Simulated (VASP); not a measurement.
# Fe (Im-3m) in VASP: single point with PBE

Aim: the single point of Fe with PBE.

Program: VASP 6.6.1. These are calculated values, not measurements. Logs are shortened: lines on timing, memory, paths and dates and some standing lists are left out, and cuts for length are marked.

## (1) The cell of the first run

The structure is cubic, space group Im-3m (No. 229). Conventional cell: a = 2.878 Å, b = 2.878 Å, c = 2.878 Å, α = 90.00°, β = 90.00°, γ = 90.00°. Within 3.3 Å of Fe (site symmetry m-3m) lie 14 Fe at 2.49 to 2.88 Å.

## (2) Single point, PBE, collinear spin, ferromagnetic start

The input, INCAR:

```
  PREC = Accurate
  ENCUT = 600
  EDIFF = 1E-6
  ISMEAR = 0
  SIGMA = 0.1
  LREAL = F
  LASPH = T
  NELM = 200
  ALGO = Normal
  ISIF = 2
  LWAVE = F
  LCHARG = F
  ISPIN = 2
  MAGMOM = 4
  LORBIT = 11
  LMAXMIX = 4
  GGA = PE
  NBANDS = 14
  GGA_COMPAT = F
```

The input, KPOINTS:

```
Automatic mesh
0
Gamma
  8 8 8
```

The input, POSCAR:

```
Fe
1.0
   -1.4390000000      1.4390000000      1.4390000000
    1.4390000000     -1.4390000000      1.4390000000
    1.4390000000      1.4390000000     -1.4390000000
Fe
1
Direct
    0.0000000000      0.0000000000      0.0000000000
```

Potentials or basis: VASP PAW PBE potentials, release 64 (Fe).

Started as:

```console
> cat potpaw_PBE.64/Fe/POTCAR > POTCAR
> mpirun -np 1 vasp_std > vasp.out
```

OUTCAR:

```text
PREC = Accurate
   ENCUT = 600
   EDIFF = 1E-6
   ISMEAR = 0
   LREAL = F
   LASPH = T
   NELM = 200
   ISIF = 2
   ISPIN = 2
   LORBIT = 11
   GGA = PE

 ion  position               nearest neighbor table
   1  0.000  0.000  0.000-

  LATTYP: Found a body centered cubic cell.
 ALAT       =     2.8780000000

  Lattice vectors:

 A1 = (  -1.4390000000,   1.4390000000,   1.4390000000)
 A2 = (   1.4390000000,  -1.4390000000,   1.4390000000)
 A3 = (   1.4390000000,   1.4390000000,  -1.4390000000)

Analysis of symmetry for initial positions (statically):
=====================================================================
 Subroutine PRICEL returns:
 Original cell was already a primitive cell.

 Routine SETGRP: Setting up the symmetry group for a
 body centered cubic supercell.

 Subroutine GETGRP returns: Found 48 space group operations
 (whereof 48 operations were pure point group operations)
 out of a pool of 48 trial point group operations.

The static configuration has the point symmetry O_h .

Analysis of symmetry for dynamics (positions and initial velocities):
=====================================================================
 Subroutine PRICEL returns:
 Original cell was already a primitive cell.

 Routine SETGRP: Setting up the symmetry group for a
 body centered cubic supercell.

 Subroutine GETGRP returns: Found 48 space group operations
 (whereof 48 operations were pure point group operations)
 out of a pool of 48 trial point group operations.

The dynamic configuration has the point symmetry O_h .

Analysis of structural, dynamic, and magnetic symmetry:
=====================================================================
 Subroutine PRICEL returns:
 Original cell was already a primitive cell.

 Routine SETGRP: Setting up the symmetry group for a
 body centered cubic supercell.

 Subroutine GETGRP returns: Found 48 space group operations
 (whereof 48 operations were pure point group operations)
 out of a pool of 48 trial point group operations.

The overall configuration has the point symmetry O_h .

 Subroutine INISYM returns: Found 48 space group operations
 (whereof 48 operations are pure point group operations),
 and found     1 'primitive' translations

----------------------------------------------------------------------------------------

                                     Primitive cell

  volume of cell :      11.9191

  direct lattice vectors                    reciprocal lattice vectors
[... 123 lines left out ...]
 number of electron       7.9999996 magnetization       2.3553840

 Free energy of the ion-electron system (eV)
  ---------------------------------------------------
  ext. energy  EPLUGINS =         0.00000000
  ---------------------------------------------------
  free energy    TOTEN  =        -8.22264670 eV

  energy without entropy =       -8.21871423  energy(sigma->0) =       -8.22068046

 E-fermi :   5.3004     XC(G=0): -12.8427

 val. band max:        5.2855283190   @ k =   0.1250   0.1250   0.1250
 cond. band min:       5.3104196591   @ k =   0.5000   0.5000   0.5000
 fundamental gap:      0.0248913401
 Fermi energy:         5.3003791592

 spin component 1

 k-point     1 :       0.0000    0.0000    0.0000
  band No.  band energies     occupation
      1      -2.8029      1.00000
      2       3.0672      1.00000
      3       3.0672      1.00000
      4       3.0672      1.00000
      5       4.2414      1.00000
      6       4.2414      1.00000
      7      29.9103      0.00000
      8      29.9103      0.00000
      9      29.9103      0.00000
     10      34.7034      0.00000
     11      34.7034      0.00000
     12      36.6949      0.00000
     13      36.6949      0.00000
     14      36.6949      0.00000
[... 379 lines left out ...]
      3       3.5017      1.00000
      4       3.9024      1.00000
      5       4.9659      1.00000
      6       7.5059      0.00000
      7      16.6817      0.00000
      8      19.5417      0.00000
      9      22.2886      0.00000
     10      25.6265      0.00000
     11      34.9262      0.00000
     12      36.9649      0.00000
     13      39.7548      0.00000
     14      44.4992      0.00000

 [... further k-points ...]

 spin component 2

 k-point     1 :       0.0000    0.0000    0.0000
  band No.  band energies     occupation
      1      -2.6551      1.00000
      2       5.2000      0.92208
      3       5.2001      0.92188
      4       5.2001      0.92187
      5       7.0784      0.00000
      6       7.0785      0.00000
      7      29.6044      0.00000
      8      29.6044      0.00000
      9      29.6044      0.00000
     10      34.8210      0.00000
     11      34.8210      0.00000
     12      37.4151      0.00000
     13      37.4151      0.00000
     14      37.4151      0.00000
[... 379 lines left out ...]
      3       5.5671      0.00008
      4       6.0799      0.00000
      5       7.3322      0.00000
      6       9.1230      0.00000
      7      17.5157      0.00000
      8      20.1645      0.00000
      9      22.8968      0.00000
     10      26.0966      0.00000
     11      35.6554      0.00000
     12      37.4201      0.00000
     13      40.1989      0.00000
     14      44.9122      0.00000

 [... further k-points ...]

------------------------ aborting loop because EDIFF is reached ----------------------------------------

  FORCE on cell =-STRESS in cart. coord.  units (eV):
  Direction    XX          YY          ZZ          XY          YZ          ZX
  --------------------------------------------------------------------------------------
  -------------------------------------------------------------------------------------
  Total       -0.4654702     -0.4654702     -0.4654702      0.0000000     -0.0000000      0.0000000
  in kB      -62.5691228    -62.5691228    -62.5691228      0.0000000     -0.0000000      0.0000000
  external PRESSURE =     -62.5691228 kB  Pullay stress =       0.0000000 kB

 VOLUME and BASIS-vectors are now :
 -----------------------------------------------------------------------------
  energy-cutoff  :      600.00
  volume of cell :       11.92
      direct lattice vectors                 reciprocal lattice vectors
    -1.439000000  1.439000000  1.439000000     0.000000000  0.347463516  0.347463516
     1.439000000 -1.439000000  1.439000000     0.347463516  0.000000000  0.347463516
     1.439000000  1.439000000 -1.439000000     0.347463516  0.347463516  0.000000000

 POSITION                                       TOTAL-FORCE (eV/Angst)
 -----------------------------------------------------------------------------------
      0.00000      0.00000      0.00000         0.000000      0.000000      0.000000
 -----------------------------------------------------------------------------------
    total drift:                                0.000000     -0.000000      0.000000

  FREE ENERGIE OF THE ION-ELECTRON SYSTEM (eV)
  ---------------------------------------------------
  free  energy   TOTEN  =        -8.2226466965 eV

  energy  without entropy=       -8.2187142276  energy(sigma->0) =       -8.22068046

 total charge

# of ion       s       p       d       tot
------------------------------------------
    1        0.466   0.502   6.204   7.172

 magnetization (x)

# of ion       s       p       d       tot
------------------------------------------
    1       -0.015  -0.062   2.444   2.366
```

OSZICAR:

```text
N       E                     dE             d eps       ncg     rms          rms(c)
DAV:   1     0.271764612991E+02    0.27176E+02   -0.44539E+03  1718   0.867E+02
DAV:   2    -0.752617157714E+01   -0.34703E+02   -0.31208E+02  1744   0.140E+02
DAV:   3    -0.872632315484E+01   -0.12002E+01   -0.11955E+01  1986   0.270E+01
DAV:   4    -0.873022102550E+01   -0.38979E-02   -0.38976E-02  1900   0.140E+00
DAV:   5    -0.873023890934E+01   -0.17884E-04   -0.17883E-04  1986   0.976E-02    0.118E+01
DAV:   6    -0.829579691400E+01    0.43444E+00   -0.93554E+00  2026   0.353E+01    0.542E+00
DAV:   7    -0.823464882630E+01    0.61148E-01   -0.53147E-01  1972   0.813E+00    0.326E+00
DAV:   8    -0.822938758692E+01    0.52612E-02   -0.54762E-03  1914   0.471E-01    0.138E+00
DAV:   9    -0.822240650143E+01    0.69811E-02   -0.73930E-03  2168   0.456E-01    0.231E-01
DAV:  10    -0.822262398008E+01   -0.21748E-03   -0.68033E-04  1852   0.209E-01    0.432E-02
DAV:  11    -0.822264336844E+01   -0.19388E-04   -0.65422E-05  2112   0.709E-02    0.423E-02
DAV:  12    -0.822264495299E+01   -0.15845E-05   -0.20997E-06  1526   0.147E-02    0.259E-02
DAV:  13    -0.822264678650E+01   -0.18335E-05   -0.50579E-06  1650   0.140E-02    0.338E-03
DAV:  14    -0.822264669654E+01    0.89967E-07   -0.24537E-07   962   0.468E-03
   1 F= -.82226467E+01 E0= -.82206805E+01  d E =-.393247E-02  mag=     2.3554
```

stdout:

```text
POSCAR found type information on POSCAR Fe
 POSCAR found :  1 types and       1 ions
 scaLAPACK will be used
 LDA part: xc-table for (Slater+PW92), standard interpolation
 POSCAR, INCAR and KPOINTS ok, starting setup
 FFT: planning ... GRIDC
 FFT: planning ... GRID_SOFT
 FFT: planning ... GRID
 WAVECAR not read
 entering main loop
```

Wall time 14 s (1 thread of Intel Xeon Platinum 8488C (Sapphire Rapids), shared host); peak memory 0.14 GiB.

What came out:

| Property | Result |
| --- | --- |
| Free energy | -8.2226 eV |
| Pressure | -6.3 GPa |
| Net moment | 2.36 μB per cell |
| Site moments | Fe +2.37 μB |
| Valence electrons inside the program's atomic spheres | Fe 7.17 |

Caveat: the k points lie up to 0.39 Å⁻¹ apart.
